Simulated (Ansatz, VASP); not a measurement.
**AlRu in VASP and in Ansatz**

```xyz
4
Lattice="3.0039 0.0000 0.0000 0.0000 3.0039 0.0000 0.0000 0.0000 6.0078" Properties=species:S:1:pos:R:3 pbc="T T T"
Al    0.0000    0.0000   -0.0600
Al    0.0000    0.0000    3.0639
Ru    1.4209    1.5019    1.5019
Ru    1.5829    1.5019    4.5058
```

Change from the starting cell: mode 4 frozen in at -0.081 Å and mode 12 at -0.060 Å (largest displacements).

Alike in both runs: task single point; functional PBE; k mesh 14 × 14 × 8; occupations gaussian, width 0.15 eV; no spin polarisation.

|  | VASP | Ansatz |
| --- | --- | --- |
| version | VASP 6.6.1 | Ansatz 0.2.0 |
| potentials or method | VASP PAW PBE potentials, release 64 (Al, Ru_pv), cutoff 520 eV | scalar-relativistic, plane waves, PAW |
| valence electrons in the cell | 34 | 38 |

```tsv
	VASP	Ansatz	Ansatz less VASP
gap on the k mesh at the Fermi level (eV)	none	none	-
pressure (GPa)	1.0	0.9	-0.06
traceless stress, the component that is largest in VASP (GPa)	-0.20	-0.19	+0.003
rms of the force components (eV/Å)	0.406	0.404	-0.0022
```

Atom by atom the forces differ by 0.002 eV/Å (rms over components). A gap of «none» marks a metal or a gap that the smearing closes. The functional is the same, so the differences come from potentials, cutoffs and numerics. VASP's potentials hold 34 valence electrons a cell and Ansatz's 38, so a difference there can come from the potentials and not from the codes.
